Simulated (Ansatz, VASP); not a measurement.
# Two plane-wave programs on HgTe

File INCAR:

```
SYSTEM = HgTe
ALGO     = Normal         ! electronic algorithm
EDIFF    = 1E-6           ! SCF threshold, eV
ENCUT    = 520            ! plane-wave cutoff, eV
GGA      = PS             ! functional
ISIF     = 2              ! what is computed and relaxed
ISMEAR   = 0              ! smearing method
LASPH    = .TRUE.         ! aspherical terms in the spheres
LCHARG   = .TRUE.         ! write CHGCAR
LELF     = .TRUE.         ! ELF
LREAL    = .FALSE.        ! projectors in reciprocal space
LVHAR    = .TRUE.       
LWAVE    = .FALSE.        ! write WAVECAR
NBANDS   = 16             ! bands
NELM     = 100            ! most SCF steps
PREC     = Accurate       ! precision mode
SIGMA    = 0.15           ! smearing width, eV
```

KPOINTS

```
k-points
0
G
  14 14 14
  0 0 0
```

The input POSCAR:

```
HgTe
1.0
    0.0040293750      3.2235000000      3.2235000000
    3.2235000000      0.0040293750      3.2235000000
    3.2275293750      3.2275293750      0.0000000000
Hg Te
1 1
Direct
    0.0000000000      0.0000000000      0.0000000000
    0.7500000000      0.7500000000      0.7500000000
```

Input for Ansatz:

```yaml
crystal:
  lattice:
    - [0.004029375, 3.2235, 3.2235]
    - [3.2235, 0.004029375, 3.2235]
    - [3.227529375, 3.227529375, 0.0]
  atoms:
    - { symbol: Hg, position: [0.0, 0.0, 0.0] }
    - { symbol: Te, position: [0.75, 0.75, 0.75] }
basis:
  ecutwfc: 420
kpoints:
  mp_grid: { grid: [14, 14, 14] }
hamiltonian:
  xc: pbesol
scf:
  occupations: { method: gaussian, width: 0.15 }
output:
  forces: true
  stress: true
  eigenvalues: true
```

Change from the starting cell: strain +0.0025 x Voigt [0, 0, 0, 0, 0, 1], atoms carried along.

Alike in both runs: task single point; functional PBEsol; k mesh 14 × 14 × 14; occupations gaussian, width 0.15 eV; no spin polarisation.

|  | VASP | Ansatz |
| --- | --- | --- |
| version | VASP 6.6.1 | Ansatz 0.2.0 |
| potentials or method | VASP PAW PBE potentials, release 64 (Hg, Te), cutoff 520 eV | scalar-relativistic, plane waves, PAW |
| valence electrons in the cell | 18 | 36 |

```csv
,VASP,Ansatz,Ansatz less VASP
gap on the k mesh at the Fermi level (eV),none,none,-
pressure (GPa),1.4,1.3,-0.12
"traceless stress, the component that is largest in VASP (GPa)",-0.11,-0.10,+0.002
rms of the force components (eV/Å),0.009,0.008,-0.0003
```

VASP's potentials were made for PBE, not for PBEsol. Atom by atom the forces differ by 0.000 eV/Å (rms over components). A gap of «none» marks a metal or a gap that the smearing closes. VASP's potentials hold 18 valence electrons a cell and Ansatz's 36, so a difference there can come from the potentials and not from the codes.

Neither program's run includes spin-orbit coupling.
